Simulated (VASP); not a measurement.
# Ge (Cmce) in VASP: single point with PBEsol

Aim: the single point of Ge with PBEsol.

Everything below comes from runs of VASP 6.6.1. Logs are shortened: lines on timing, memory, paths and dates and some standing lists are left out, and cuts for length are marked.

### Step 1. The cell of the first run

The structure is orthorhombic, space group Cmce (No. 64). Conventional cell: a = 8.674 Å, b = 5.997 Å, c = 5.750 Å, α = 90.00°, β = 90.00°, γ = 90.00°. Within 3.8 Å of Ge (site symmetry 2) lie 13 Ge at 2.84 to 3.78 Å. Within 3.6 Å of Ge (site symmetry m) lie 11 Ge at 2.71 to 3.18 Å.

### Step 2. Single point, PBEsol

File INCAR:

```
PREC = Accurate
ENCUT = 520
EDIFF = 1E-7
ISMEAR = 0
SIGMA = 0.1
LREAL = False
LASPH = True
NELM = 100
ALGO = Normal
ISIF = 2
LWAVE = False
LCHARG = False
GGA = PS
NBANDS = 66
```

File KPOINTS:

```
Automatic mesh
0
Gamma
  4 4 4
```

File POSCAR:

```
Ge
1.0
    4.3368194800     -2.9986126800      0.0000000000
    4.3368194800      2.9986126800      0.0000000000
    0.0000000000      0.0000000000      5.7504647400
Ge
8
Direct
    0.2920063500      0.2920063500      0.5000000000
    0.7920063500      0.7920063500      0.0000000000
    0.7079936500      0.7079936500      0.5000000000
    0.2079936500      0.2079936500      0.0000000000
    0.6675954000      0.3324046000      0.8420026300
    0.3324046000      0.6675954000      0.1579973700
    0.8324046000      0.1675954000      0.3420026300
    0.1675954000      0.8324046000      0.6579973700
```

Potentials or basis: VASP PAW PBE potentials, release 64 (Ge_d).

Run with:

```
$ cat potpaw_PBE.64/Ge_d/POTCAR > POTCAR
$ mpirun -np 1 vasp_std > vasp.out
```

OUTCAR:

```text
PREC = Accurate
   ENCUT = 520
   EDIFF = 1E-7
   ISMEAR = 0
   LREAL = False
   LASPH = True
   NELM = 100
   ISIF = 2
   GGA = PS

 ion  position               nearest neighbor table
   1  0.292  0.292  0.500-   7 2.84   8 2.84   5 2.85   6 2.85   7 2.87   8 2.87
   2  0.792  0.792  0.000-   6 2.84   5 2.84   7 2.85   8 2.85   5 2.87   6 2.87
   3  0.708  0.708  0.500-   7 2.84   8 2.84   5 2.85   6 2.85   7 2.87   8 2.87
   4  0.208  0.208  0.000-   6 2.84   5 2.84   7 2.85   8 2.85   5 2.87   6 2.87
   5  0.668  0.332  0.842-   6 2.71   4 2.84   2 2.84   1 2.85   3 2.85   2 2.87   4 2.87
   6  0.332  0.668  0.158-   5 2.71   4 2.84   2 2.84   1 2.85   3 2.85   2 2.87   4 2.87
   7  0.832  0.168  0.342-   8 2.71   3 2.84   1 2.84   2 2.85   4 2.85   3 2.87   1 2.87
   8  0.168  0.832  0.658-   7 2.71   3 2.84   1 2.84   2 2.85   4 2.85   3 2.87   1 2.87

  LATTYP: Found a base centered orthorhombic cell.
 ALAT       =     5.9972253600
 B/A-ratio  =     1.4462753089
 C/A-ratio  =     0.9588542025

  Lattice vectors:

 A1 = (  -4.3368194800,  -2.9986126800,   0.0000000000)
 A2 = (   4.3368194800,  -2.9986126800,   0.0000000000)
 A3 = (   0.0000000000,   0.0000000000,   5.7504647400)

Analysis of symmetry for initial positions (statically):
=====================================================================
 Subroutine PRICEL returns:
 Original cell was already a primitive cell.

 Routine SETGRP: Setting up the symmetry group for a
 base centered orthorhombic supercell.

 Subroutine GETGRP returns: Found  8 space group operations
 (whereof  4 operations were pure point group operations)
 out of a pool of  8 trial point group operations.

The static configuration has the point symmetry C_2h.
 The point group associated with its full space group is D_2h.

Analysis of symmetry for dynamics (positions and initial velocities):
=====================================================================
 Subroutine PRICEL returns:
 Original cell was already a primitive cell.

 Routine SETGRP: Setting up the symmetry group for a
 base centered orthorhombic supercell.

 Subroutine GETGRP returns: Found  8 space group operations
 (whereof  4 operations were pure point group operations)
 out of a pool of  8 trial point group operations.

The dynamic configuration has the point symmetry C_2h.
 The point group associated with its full space group is D_2h.

 Subroutine INISYM returns: Found  8 space group operations
 (whereof  4 operations are pure point group operations),
[... 109 lines left out ...]
   NFREE  =      0    steps in history (QN), initial steepest desc. (CG)
   ISIF   =      2    stress and relaxation
   ISYM   =      2    0-nonsym 1-usesym 2-fastsym
   POTIM  = 0.5000    time-step for ionic-motion
   TEBEG  =    0.0;   TEEND  =   0.0 temperature during run
   PSTRESS=    0.0 pullay stress
   NELECT =     112.0000    total number of electrons
   NUPDOWN=      -1.0000    fix difference up-down
   EMIN   =  10.00;   EMAX   =-10.00  energy-range for DOS
   EFERMI =   0.00;   METHOD = LEGACY
   ISMEAR =     0;   SIGMA  =   0.10  broadening in eV -4-tet -1-fermi 0-gaus
   EFERMI_NEDOS =   21; number of points for ismear=-14 and -15
   IALGO  =     38    algorithm
   IMIX   =      4    mixing-type and parameters
     AMIX     =   0.40;   BMIX     =  1.00
     AMIX_MAG =   1.60;   BMIX_MAG =  1.00
  volume/ion in A,a.u.               =      18.70       126.16
  Fermi-wavevector in a.u.,A,eV,Ry     =   1.486640  2.809343 30.070235  2.210100
  Thomas-Fermi vector in A             =   2.599901
   LORBIT       =      0    0 simple, 1 ext, 2 COOP (PROOUT), +10 PAW based schemes
   GGA     = PS    functional components
   LHFCALC =     F    Hartree Fock is set to
   AEXX    =    0.0000 exact exchange contribution
   IVDW    =     0    specifies the selected vdW correction
   LEPSILON=     F    determine dielectric tensor
   LRPA    =     F    only Hartree local field effects (RPA)
 non-spin polarized calculation
 Gauss-broadening in eV      SIGMA  =   0.10
  energy-cutoff  :      520.00
  volume of cell :      149.56
 maximum number of plane-waves:      4050
   NGX = 19   NGY = 19   NGZ = 21

 number of electron     111.9999966 magnetization

 Free energy of the ion-electron system (eV)
  ---------------------------------------------------
  ext. energy  EPLUGINS =         0.00000000
  ---------------------------------------------------
  free energy    TOTEN  =       -37.29563637 eV

  energy without entropy =      -37.26937699  energy(sigma->0) =      -37.28250668

 E-fermi :   6.7105     XC(G=0): -11.4547

 val. band max:        6.7052394037   @ k =   0.2500  -0.0000   0.2500
 cond. band min:       6.7116250968   @ k =   0.5000  -0.0000   0.0000
 fundamental gap:      0.0063856931
 Fermi energy:         6.7104713144

 k-point     1 :       0.0000    0.0000    0.0000
  band No.  band energies     occupation
      1     -17.9627      2.00000
      2     -17.9573      2.00000
      3     -17.9563      2.00000
      4     -17.9529      2.00000
      5     -17.9427      2.00000
      6     -17.9384      2.00000
[... 1438 lines left out ...]
     65      11.4017      0.00000
     66      11.4375      0.00000

------------------------ aborting loop because EDIFF is reached ----------------------------------------

  FORCE on cell =-STRESS in cart. coord.  units (eV):
  Direction    XX          YY          ZZ          XY          YZ          ZX
  --------------------------------------------------------------------------------------
  -------------------------------------------------------------------------------------
  Total        2.1184538     -1.6948165     -0.9415210      0.0000000      0.0000000      0.0000000
  in kB       22.6936801    -18.1555165    -10.0859301      0.0000000      0.0000000      0.0000000
  external PRESSURE =      -1.8492555 kB  Pullay stress =       0.0000000 kB

 VOLUME and BASIS-vectors are now :
 -----------------------------------------------------------------------------
  energy-cutoff  :      520.00
  volume of cell :      149.56
      direct lattice vectors                 reciprocal lattice vectors
     4.336819480 -2.998612680  0.000000000     0.115291864 -0.166743776  0.000000000
     4.336819480  2.998612680  0.000000000     0.115291864  0.166743776  0.000000000
     0.000000000  0.000000000  5.750464740     0.000000000  0.000000000  0.173898988

 POSITION                                       TOTAL-FORCE (eV/Angst)
 -----------------------------------------------------------------------------------
      2.53276      0.00000      2.87523         0.000706      0.000000      0.000000
      6.86958      0.00000      0.00000         0.000706      0.000000     -0.000000
      6.14088      0.00000      2.87523        -0.000706      0.000000      0.000000
      1.80406      0.00000      0.00000        -0.000706      0.000000      0.000000
      4.33682     -1.00511      4.84191         0.000000     -0.106346     -0.105629
      4.33682      1.00511      0.90856         0.000000      0.106346      0.105629
      4.33682     -1.99351      1.96667         0.000000      0.106346     -0.105629
      4.33682      1.99351      3.78379         0.000000     -0.106346      0.105629
 -----------------------------------------------------------------------------------
    total drift:                               -0.000000      0.000000      0.000000

  FREE ENERGIE OF THE ION-ELECTRON SYSTEM (eV)
  ---------------------------------------------------
  free  energy   TOTEN  =       -37.2956363726 eV

  energy  without entropy=      -37.2693769917  energy(sigma->0) =      -37.28250668
```

OSZICAR:

```text
N       E                     dE             d eps       ncg     rms          rms(c)
DAV:   1     0.133122363776E+04    0.13312E+04   -0.49598E+04  3248   0.494E+03
DAV:   2     0.233967816233E+03   -0.10973E+04   -0.10663E+04  2772   0.113E+03
DAV:   3    -0.104691349854E+02   -0.24444E+03   -0.23575E+03  2828   0.277E+02
DAV:   4    -0.364022268239E+02   -0.25933E+02   -0.24603E+02  3212   0.896E+01
DAV:   5    -0.374419087312E+02   -0.10397E+01   -0.10249E+01  3112   0.198E+01    0.377E+00
DAV:   6    -0.373364725191E+02    0.10544E+00   -0.39901E-01  3624   0.595E+00    0.189E+00
DAV:   7    -0.372971863838E+02    0.39286E-01   -0.16446E-01  3398   0.630E+00    0.328E-01
DAV:   8    -0.372957245256E+02    0.14619E-02   -0.31175E-02  3280   0.571E+00    0.144E-01
DAV:   9    -0.372956165317E+02    0.10799E-03   -0.11008E-02  3494   0.103E+00    0.473E-02
DAV:  10    -0.372956414699E+02   -0.24938E-04   -0.55795E-04  4680   0.425E-01    0.332E-02
DAV:  11    -0.372956137217E+02    0.27748E-04   -0.17488E-04  5158   0.825E-01    0.101E-02
DAV:  12    -0.372956352645E+02   -0.21543E-04   -0.21441E-04  3240   0.116E-01    0.344E-03
DAV:  13    -0.372956377848E+02   -0.25203E-05   -0.26232E-05  3342   0.144E-01    0.349E-03
DAV:  14    -0.372956364382E+02    0.13466E-05   -0.33518E-06  3136   0.102E-01    0.926E-04
DAV:  15    -0.372956363726E+02    0.65589E-07   -0.87093E-07  3134   0.371E-02
   1 F= -.37295636E+02 E0= -.37282507E+02  d E =-.262594E-01
```

stdout:

```text
POSCAR found type information on POSCAR Ge
 POSCAR found :  1 types and       8 ions
 scaLAPACK will be used
 -----------------------------------------------------------------------------
|                                                                             |
|                                                                             |
|     You enforced a specific xc type in the INCAR file but a different       |
|     I HOPE YOU KNOW WHAT YOU ARE DOING!                                     |
|                                                                             |
 -----------------------------------------------------------------------------

 LDA part: xc-table for (Slater+PW92), standard interpolation
 POSCAR, INCAR and KPOINTS ok, starting setup
 FFT: planning ... GRIDC
 FFT: planning ... GRID_SOFT
 FFT: planning ... GRID
 WAVECAR not read
 entering main loop
```

Run time: 5.5 min. Hardware: 1 thread of Intel Xeon 8259CL, shared host; peak memory 0.32 GiB.

What came out:

```
Free energy            : -37.2956 eV
Pressure               : -0.2 GPa
Largest force          : 0.150 eV/Å
Band gap on the k mesh : zero (bands 56 and 57 overlap by 1.58 eV)
```

Forces on the atoms (eV/Å):
```
Ge   0.001  0.000  0.000
Ge   0.001  0.000  0.000
Ge  -0.001  0.000  0.000
Ge  -0.001  0.000  0.000
Ge   0.000 -0.106 -0.106
Ge   0.000  0.106  0.106
Ge   0.000  0.106 -0.106
Ge   0.000 -0.106  0.106
```

Levels at points of the mesh, in eV from the Fermi level:
```csv
k point,band 54,band 55,band 56,band 57,band 58,band 59
"(0.00, 0.00, 0.00)",-2.06,-2.01,-1.88,-1.26,-1.17,-0.15
"(0.50, 0.00, 0.00)",-2.35,0.00,0.00,0.95,0.95,1.44
"(0.50, 0.50, 0.00)",-1.20,-0.36,-0.22,2.13,2.18,2.95
"(0.00, 0.00, 0.50)",-3.61,-2.21,-2.21,2.39,2.39,2.40
"(0.50, 0.00, 0.50)",-1.43,-0.42,-0.42,1.00,1.00,1.53
"(0.50, 0.50, 0.50)",-0.62,-0.41,-0.41,0.31,0.31,1.20
```

Caveat: the PAW data sets were made with another functional, which shifts forces and pressure a little.
